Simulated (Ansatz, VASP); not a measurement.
Two plane-wave programs on Ge

File INCAR:

```
SYSTEM = Ge
PREC = Accurate
ENCUT = 500
EDIFF = 1E-6
ISMEAR = 0
SIGMA = 0.1
LREAL = .FALSE.
LASPH = .TRUE.
NELM = 120
ALGO = Normal
ISIF = 2
LWAVE = .FALSE.
LCHARG = .FALSE.
GGA = PE
ISYM = 0
NBANDS = 51
GGA_COMPAT = .FALSE.
```

KPOINTS

```
regular mesh
0
G
  10 6 6
  0 0 0
```

POSCAR

```
Ge
1.0
    4.0887242984      0.0000000000      0.0000000000
    0.0000000000      6.2115934587      0.0000000000
    0.0000000000      0.0000000000      6.2653483483
Ge
6
Direct
    0.7500000000      0.2945750331      0.1166925185
    0.2500000000      0.7054249669      0.8833074815
    0.2500000000      0.2945750331      0.8833074815
    0.7500000000      0.7054249669      0.1166925185
    0.2500000000      0.0000000000      0.6132011473
    0.7500000000      0.0000000000      0.3867988527
```

Input for Ansatz:

```yaml
crystal:
  lattice:
    - [4.0887242984, 0.0, 0.0]
    - [0.0, 6.2115934587, 0.0]
    - [0.0, 0.0, 6.2653483483]
  atoms:
    - { symbol: Ge, position: [0.75, 0.2945750331, 0.1166925185] }
    - { symbol: Ge, position: [0.25, 0.7054249669, 0.8833074815] }
    - { symbol: Ge, position: [0.25, 0.2945750331, 0.8833074815] }
    - { symbol: Ge, position: [0.75, 0.7054249669, 0.1166925185] }
    - { symbol: Ge, position: [0.25, 0.0, 0.6132011473] }
    - { symbol: Ge, position: [0.75, 0.0, 0.3867988527] }
  symmetry: { detect: false }
basis:
  ecutwfc: 420
kpoints:
  mp_grid: { grid: [10, 6, 6] }
hamiltonian:
  xc: pbe
scf:
  occupations: { method: gaussian, width: 0.1 }
output:
  forces: true
  eigenvalues: true
  stress: true
```

Alike in both runs: task single point; functional PBE; k mesh 10 × 6 × 6; occupations gaussian, width 0.1 eV; no spin polarisation.

|  | VASP | Ansatz |
| --- | --- | --- |
| version | VASP 6.6.1 | Ansatz 0.2.0 |
| potentials or method | VASP PAW PBE potentials, release 64 (Ge_d), cutoff 500 eV | scalar-relativistic, plane waves, PAW |
| valence electrons in the cell | 84 | 84 |

|  | VASP | Ansatz | Ansatz less VASP |
| --- | --- | --- | --- |
| gap on the k mesh at the Fermi level (eV) | none | none | - |
| pressure (GPa) | -0.1 | 0.0 | +0.07 |

A gap of «none» marks a metal or a gap that the smearing closes.
